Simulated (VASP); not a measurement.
The system is Fe.

```
Fe
1.0
    -1.47130    1.47130    1.47130
     1.47130   -1.47130    1.47130
     1.47130    1.47130   -1.47130
Fe
1
Direct
  0.00000 0.00000 0.00000
```

This cell differs from its parent crystal: volume scaled by 1.06.

Base run:

* Program: VASP 6.6.1
* Functional: PBEsol
* Potentials or basis: VASP PAW PBE potentials, release 64 (Fe)
* Cutoff: 520 eV
* k mesh: 13 × 13 × 13
* Occupations: fermi-dirac, width 0.05 eV
* Spin: collinear spin, ferromagnetic start
* Starting moments: [3.0] μB

Its results: pressure -20.5 GPa; net moment 2.54 μB per cell; site moments Fe +2.54 μB.

**Question.** The run is repeated on the same cell with these changes: dispersion from none to D4. What comes out?

**Answer.** Pressure -22.7 GPa; net moment 2.54 μB per cell; site moments Fe +2.54 μB.

Dispersion adds attraction, which lowers the pressure at fixed volume and, as a term added to the energy, leaves the levels alone.

Caveats: the PAW data sets were made with another functional, which shifts forces and pressure a little; pairwise dispersion overbinds metals, which lowers pressure and volume (some runs).
